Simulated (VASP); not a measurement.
# CuAu (R-3m) in VASP: further runs, part 2 of 2

VASP 6.6.1.

### Step 3. Single point, RPBE

This run uses another cell than the first one, of 15.76 Å³/atom.

File INCAR:

```
  ALGO = Normal
  EDIFF = 1E-7
  ENCUT = 520
  GGA = RP
  ISIF = 2
  ISMEAR = -1
  LASPH = T
  LCHARG = F
  LREAL = F
  LWAVE = F
  NBANDS = 18
  NELM = 80
  PREC = Accurate
  SIGMA = 0.05
```

File KPOINTS:

```
k-points
0
Gamma
  11 11 11
```

File POSCAR:

```
CuAu
1.0
    1.4347053575      0.8283275244      4.4206335341
   -1.4347053575      0.8283275244      4.4206335341
    0.0000000000     -1.6566550487      4.4206335341
Au Cu
1 1
Direct
    0.0000000000      0.0000000000      0.0000000000
    0.5000000000      0.5000000000      0.5000000000
```

Potentials or basis: VASP PAW PBE potentials, release 64 (Au, Cu).

On the command line:

```
cat potpaw_PBE.64/Au/POTCAR potpaw_PBE.64/Cu/POTCAR > POTCAR
mpirun -np 1 vasp_std > vasp.out
```

OUTCAR:

```text
EDIFF = 1E-7
   ENCUT = 520
   GGA = RP
   ISIF = 2
   ISMEAR = -1
   LASPH = T
   LREAL = F
   NELM = 80
   PREC = Accurate

 ion  position               nearest neighbor table
   1  0.000  0.000  0.000-   2 2.76   2 2.76   2 2.76   2 2.76   2 2.76   2 2.76
   2  0.500  0.500  0.500-   1 2.76   1 2.76   1 2.76   1 2.76   1 2.76   1 2.76

  LATTYP: Found a trigonal (rhomboedric) cell.
 ALAT       =     4.7208586924
 COS(alpha) =     0.8152802068

  Lattice vectors:

 A1 = (   1.4347053575,   0.8283275244,   4.4206335341)
 A2 = (  -1.4347053575,   0.8283275244,   4.4206335341)
 A3 = (   0.0000000000,  -1.6566550487,   4.4206335341)

Analysis of symmetry for initial positions (statically):
=====================================================================
 Subroutine PRICEL returns:
 Original cell was already a primitive cell.

 Routine SETGRP: Setting up the symmetry group for a
 trigonal (rhombohedral) supercell.

 Subroutine GETGRP returns: Found 12 space group operations
 (whereof 12 operations were pure point group operations)
 out of a pool of 12 trial point group operations.

[... 152 lines left out ...]

 Free energy of the ion-electron system (eV)
  ---------------------------------------------------
  ext. energy  EPLUGINS =         0.00000000
  ---------------------------------------------------
  free energy    TOTEN  =        -5.88636594 eV

  energy without entropy =       -5.88187754  energy(sigma->0) =       -5.88412174

 E-fermi :   7.8490     XC(G=0): -12.0795

 val. band max:        7.8313870859   @ k =   0.3636   0.3636   0.0909
 cond. band min:       7.8504600064   @ k =  -0.4545   0.3636   0.1818
 fundamental gap:      0.0190729205
 Fermi energy:         7.8490346973

 k-point     1 :       0.0000    0.0000    0.0000
  band No.  band energies     occupation
      1      -1.3723      2.00000
      2       1.4846      2.00000
      3       3.1730      2.00000
      4       3.1730      2.00000
      5       4.3037      2.00000
      6       4.3037      2.00000
[... 481 lines left out ...]
      5       3.8799      2.00000
      6       5.0605      2.00000
[... 10 lines left out ...]
     17      20.2746      0.00000
     18      27.3463      0.00000

 [... further k-points ...]
[... 5 lines left out ...]
  --------------------------------------------------------------------------------------
  -------------------------------------------------------------------------------------
  Total       -0.0074255     -0.0074255      0.0157413     -0.0000000      0.0000000      0.0000000
  in kB       -0.3774293     -0.3774293      0.8001099     -0.0000000      0.0000000      0.0000000
  external PRESSURE =       0.0150838 kB  Pullay stress =       0.0000000 kB

 VOLUME and BASIS-vectors are now :
 -----------------------------------------------------------------------------
  energy-cutoff  :      520.00
  volume of cell :       31.52
      direct lattice vectors                 reciprocal lattice vectors
     1.434705357  0.828327524  4.420633534     0.348503613  0.201208655  0.075403973
    -1.434705357  0.828327524  4.420633534    -0.348503613  0.201208655  0.075403973
     0.000000000 -1.656655049  4.420633534     0.000000000 -0.402417309  0.075403973

 POSITION                                       TOTAL-FORCE (eV/Angst)
 -----------------------------------------------------------------------------------
      0.00000      0.00000      0.00000         0.000000     -0.000000      0.000000
      0.00000      0.00000      6.63095         0.000000      0.000000      0.000000
 -----------------------------------------------------------------------------------
    total drift:                                0.000000     -0.000000      0.000000

  FREE ENERGIE OF THE ION-ELECTRON SYSTEM (eV)
  ---------------------------------------------------
  free  energy   TOTEN  =        -5.8863659381 eV

  energy  without entropy=       -5.8818775355  energy(sigma->0) =       -5.88412174
```

OSZICAR:

```text
N       E                     dE             d eps       ncg     rms          rms(c)
DAV:   1     0.134394400087E+03    0.13439E+03   -0.10906E+04  5572   0.169E+03
DAV:   2    -0.112160833020E+01   -0.13552E+03   -0.12660E+03  5370   0.297E+02
DAV:   3    -0.661277564111E+01   -0.54912E+01   -0.53519E+01  6322   0.697E+01
DAV:   4    -0.668899174337E+01   -0.76216E-01   -0.76157E-01  6546   0.690E+00
DAV:   5    -0.669108702294E+01   -0.20953E-02   -0.20952E-02  6930   0.119E+00    0.105E+01
DAV:   6    -0.633954637644E+01    0.35154E+00   -0.67782E+00  5678   0.681E+01    0.570E+00
DAV:   7    -0.592679173489E+01    0.41275E+00   -0.25039E+00  6538   0.718E+01    0.512E+00
DAV:   8    -0.589160606088E+01    0.35186E-01   -0.16091E-01  7886   0.819E+00    0.258E+00
DAV:   9    -0.588648020161E+01    0.51259E-02   -0.15051E-02  7932   0.292E+00    0.790E-02
DAV:  10    -0.588636472951E+01    0.11547E-03   -0.15729E-03  7136   0.473E-01    0.729E-02
DAV:  11    -0.588637121883E+01   -0.64893E-05   -0.63313E-05  6900   0.108E-01    0.358E-02
DAV:  12    -0.588636650983E+01    0.47090E-05   -0.10842E-05  7558   0.984E-02    0.783E-03
DAV:  13    -0.588636590487E+01    0.60496E-06   -0.12204E-06  6798   0.108E-02    0.112E-03
DAV:  14    -0.588636593810E+01   -0.33234E-07   -0.31264E-08  3128   0.377E-03
   1 F= -.58863659E+01 E0= -.58841217E+01  d E =-.448840E-02
```

Run time: 3.7 min. Hardware: 1 thread of Intel Xeon 8259CL, shared host; peak memory 0.27 GiB.

Results:

| Item | Value |
| --- | --- |
| Free energy | -5.8864 eV |
| Pressure | 0.0 GPa |
| Band gap on the k mesh | zero (bands 11 and 12 overlap by 4.21 eV) |

Caveat: the PAW data sets were made with another functional, which shifts forces and pressure a little; spin-orbit coupling is left out, which moves the levels of the heavy elements.

### Step 4. Single point, BLYP

This run uses another cell than the first one, of 16.56 Å³/atom.

File INCAR:

```
SYSTEM = CuAu
PREC = Accurate
ENCUT = 520
EDIFF = 1E-7
ISMEAR = -1
SIGMA = 0.05
LREAL = .False.
LASPH = .True.
NELM = 60
ALGO = Normal
ISIF = 2
LWAVE = .False.
LCHARG = .False.
GGA = B5
ALDAX = 1.0
AGGAX = 1.0
AGGAC = 1.0
ALDAC = 0.0
NBANDS = 18
```

File KPOINTS:

```
Automatic mesh
0
Gamma
  11 11 11
  0 0 0
```

File POSCAR:

```
CuAu
1.0
    1.5096429342      0.8715927544      4.1943692087
   -1.5096429342      0.8715927544      4.1943692087
    0.0000000000     -1.7431855089      4.1943692087
Au Cu
1 1
Direct
    0.0000000000      0.0000000000      0.0000000000
    0.5000000000      0.5000000000      0.5000000000
```

On the command line:

```
cat potpaw_PBE.64/Au/POTCAR potpaw_PBE.64/Cu/POTCAR > POTCAR
mpirun -np 1 vasp_std > vasp.out
```

It took 3.9 min on 1 thread of Intel Xeon 8259CL, shared host; peak memory 0.27 GiB.

Results (log left out):

* Free energy: -5.4317 eV
* Pressure: 0.5 GPa
* Band gap on the k mesh: zero (bands 11 and 12 overlap by 4.05 eV)

Stress tensor (GPa, compression positive):
```
0.47 0.00 0.00
0.00 0.47 0.00
0.00 0.00 0.68
```

Levels at points of the mesh, in eV from the Fermi level:
| k point | band 8 | band 9 | band 10 | band 11 | band 12 | band 13 | band 14 | band 15 |
| --- | --- | --- | --- | --- | --- | --- | --- | --- |
| (0.00, 0.00, 0.00) | -2.04 | -2.04 | -1.44 | -1.44 | 0.92 | 5.11 | 14.36 | 14.36 |

Caveat: the PAW data sets were made with another functional, which shifts forces and pressure a little; spin-orbit coupling is left out, which moves the levels of the heavy elements.

### Step 5. Single point, r2SCAN

This run uses another cell than the first one, of 14.81 Å³/atom.

File POSCAR:

```
CuAu
1.0
    1.4104187516      0.8143056459      4.2985321454
   -1.4104187516      0.8143056459      4.2985321454
    0.0000000000     -1.6286112919      4.2985321454
Au Cu
1 1
Direct
    0.0000000000      0.0000000000      0.0000000000
    0.5000000000      0.5000000000      0.5000000000
```

File INCAR.step1:

```
  ALGO = Normal
  EDIFF = 1E-4
  ENCUT = 520
  GGA = PE
  ISMEAR = -1
  LASPH = True
  LCHARG = False
  LREAL = False
  LWAVE = True
  NBANDS = 18
  NELM = 100
  PREC = Accurate
  SIGMA = 0.05
```

File INCAR.step2:

```
  ALGO = Normal
  EDIFF = 1E-6
  ENCUT = 520
  ISIF = 2
  ISMEAR = -1
  ISTART = 1
  LASPH = True
  LCHARG = False
  LMIXTAU = True
  LREAL = False
  LWAVE = False
  METAGGA = R2SCAN
  NBANDS = 18
  NELM = 100
  PREC = Accurate
  SIGMA = 0.05
```

File KPOINTS:

```
k-points
0
Gamma
  11 11 11
```

On the command line:

```
cat potpaw_PBE.64/Au/POTCAR potpaw_PBE.64/Cu/POTCAR > POTCAR
cp INCAR.step1 INCAR
mpirun -np 1 vasp_std > vasp.out
cp INCAR.step2 INCAR
mpirun -np 1 vasp_std > vasp.out
```

Wall time 10 min (1 thread of Intel Xeon 8259CL, shared host); peak memory 0.28 GiB.

It converged, with:

* Free energy: -61.3817 eV
* Pressure: 0.3 GPa
* Band gap on the k mesh: zero (bands 11 and 12 overlap by 4.58 eV)

Stress tensor (GPa, compression positive):
```
0.22 0.00 0.00
0.00 0.22 0.00
0.00 0.00 0.33
```

Levels at points of the mesh, in eV from the Fermi level:
```tsv
k point	band 9	band 10	band 11	band 12	band 13	band 14
(0.00, 0.00, 0.00)	-2.48	-1.80	-1.80	-0.47	4.45	15.53
```

Caveat: the PAW data sets were made with another functional, which shifts forces and pressure a little; spin-orbit coupling is left out, which moves the levels of the heavy elements.

### Step 6. Relaxation of cell and atoms, LDA

This run uses another cell than the first one, of 15.35 Å³/atom.

File INCAR:

```
SYSTEM = CuAu
PREC = Accurate
ENCUT = 600
EDIFF = 1E-6
ISMEAR = -1
SIGMA = 0.05
LREAL = .False.
LASPH = .True.
NELM = 100
ALGO = Normal
ISIF = 3
LWAVE = .False.
LCHARG = .False.
GGA = CA
IBRION = 2
NSW = 60
EDIFFG = -0.01
```

File KPOINTS:

```
regular mesh
0
Gamma
  11 11 11
  0 0 0
```

File POSCAR:

```
CuAu
1.0
    1.4430568479      0.8331492596      4.2561707609
   -1.4430568479      0.8331492596      4.2561707609
    0.0000000000     -1.6662985192      4.2561707609
Au Cu
1 1
Direct
    0.0000000000      0.0000000000      0.0000000000
    0.5000000000      0.5000000000      0.5000000000
```

Potentials or basis: VASP PAW LDA potentials, release 64 (Au, Cu).

On the command line:

```
cat potpaw_LDA.64/Au/POTCAR potpaw_LDA.64/Cu/POTCAR > POTCAR
mpirun -np 1 vasp_std > vasp.out
```

It took 33 min on 1 thread of Intel Xeon 8259CL, shared host; peak memory 0.29 GiB.

Results (log left out):

```
Free energy                           : -9.1015 eV
Relaxed volume                        : 14.10 Å³/atom
Relaxed cell                          : a = 4.524 Å, b = 4.524 Å, c = 4.524 Å, α = 35.71°, β = 35.71°, γ = 35.71°
Space group after relaxing (to 0.1 Å) : R-3m (No. 166)
Energy gained by relaxing             : 54.4 meV/atom
Ionic steps                           : 11
Pressure after relaxing               : 0.0 GPa
Band gap on the k mesh                : zero (bands 11 and 12 overlap by 4.52 eV)
```

Step by step:
```tsv
step	energy change (eV)	largest force (eV/Å)	pressure (GPa)	volume (Å³)
1	0.0000	0.0000	-12.25	30.70
2	0.0445	0.0000	21.28	25.78
3	-0.1030	0.0000	-0.25	28.28
4	-0.1030	0.0000	-0.04	28.23
5	-0.1030	0.0000	0.28	28.18
6	-0.1054	0.0000	0.29	28.16
7	-0.1082	0.0000	0.89	28.08
8	-0.1084	0.0000	0.77	28.10
9	-0.1085	0.0000	0.76	28.09
10	-0.1076	0.0000	-1.34	28.45
11	-0.1088	0.0000	0.00	28.20
```

Final structure:
```
CELL_PARAMETERS angstrom
1.38704 0.80081 4.23122
-1.38704 0.80081 4.23122
0.00000 -1.60162 4.23122
ATOMIC_POSITIONS crystal
Au 0.00000 0.00000 0.00000
Cu 0.50000 0.50000 0.50000
```

Levels at points of the mesh, in eV from the Fermi level:
| k point | band 8 | band 9 | band 10 | band 11 | band 12 | band 13 | band 14 | band 15 |
| --- | --- | --- | --- | --- | --- | --- | --- | --- |
| (0.00, 0.00, 0.00) | -2.46 | -2.46 | -1.74 | -1.74 | -0.71 | 4.52 | 14.71 | 17.13 |

Caveat: spin-orbit coupling is left out, which moves the levels of the heavy elements.

### Step 7. Overview

```tsv
task	level	potentials or basis	cell	cutoff (eV)	gap on the mesh (eV)	pressure (GPa)
single point	revPBE	VASP PAW PBE potentials, release 64 (Au, Cu)	a = 4.706 Å, angles 35.4°, 2 atoms	520	none	0.0
single point	RPBE	VASP PAW PBE potentials, release 64 (Au, Cu)	a = 4.721 Å, angles 35.4°, 2 atoms	520	none	0.0
single point	BLYP	VASP PAW PBE potentials, release 64 (Au, Cu)	a = 4.542 Å, angles 38.8°, 2 atoms	520	none	0.5
single point	r2SCAN	VASP PAW PBE potentials, release 64 (Au, Cu)	a = 4.597 Å, angles 35.7°, 2 atoms	520	none	0.3
relaxation of cell and atoms	LDA	VASP PAW LDA potentials, release 64 (Au, Cu)	relaxed from a = 4.571 Å, angles 36.8°, 2 atoms	600	none	0.0
```

Alike in all rows: no spin polarisation; k mesh 11 × 11 × 11; smearing fermi-dirac 0.05 eV.

Caveats: spin-orbit coupling is left out, which moves the levels of the heavy elements; the PAW data sets were made with another functional, which shifts forces and pressure a little (at least some runs).

Absolute energies hang on the potentials; compare differences alone.

The gap in the log of VASP goes by the Fermi energy; the results here count the filled bands.